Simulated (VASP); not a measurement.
Y2AlB2, 5 atoms in the cell. Symmetry: Immm, No. 71, orthorhombic system. The conventional cell has a = 3.746 Å, b = 5.317 Å, c = 8.014 Å, α = 90.00°, β = 90.00°, γ = 90.00°. B (site symmetry m2m) has 2 B at 2.24 to 3.08 Å and 2 Al at 2.43 Å and 6 Y at 2.76 to 2.78 Å within 3.1 Å. Within 3.6 Å of Y (site symmetry mm2) lie 6 B at 2.76 to 2.78 Å and 4 Al at 2.98 to 3.15 Å and 5 Y at 3.31 to 3.39 Å. Within 3.2 Å of Al (site symmetry mmm) lie 4 B at 2.43 Å and 8 Y at 2.98 to 3.15 Å. 

| Item | Value |
| --- | --- |
| Program | VASP 6.6.1 |
| Task | relaxation of cell and atoms |
| Functional | PBE |
| Potentials or basis | VASP PAW PBE potentials, release 64 (B, Y_sv, Al) |
| Cutoff | 600 eV |
| k mesh | 6 × 6 × 6 |
| Occupations | fermi-dirac, width 0.0155 eV |
| Spin | no spin polarisation |
| Target pressure | 5 GPa |
| Dipole correction | no |
| Further INCAR settings | ALGO = Normal; EDIFF = 1e-06; IBRION = 2; EDIFFG = -0.03; NSW = 100; ISIF = 3 |

Potentials or basis: VASP PAW PBE potentials, release 64 (B, Y_sv, Al).

Launch:

```bash
$ cat potpaw_PBE.64/B/POTCAR potpaw_PBE.64/Y_sv/POTCAR potpaw_PBE.64/Al/POTCAR > POTCAR
$ mpirun -np 1 vasp_std > vasp.out
```

Hardware: 1 thread of Intel(R) Xeon(R) Platinum 8488C (Sapphire Rapids), with other jobs on the host.

Estimate the wall time of this run.

Run time: 11 min on 1 thread of Intel(R) Xeon(R) Platinum 8488C (Sapphire Rapids), with other jobs on the host, peak memory 0.3 GiB. Counts: scf iterations 112, k points 46, ion steps 14.
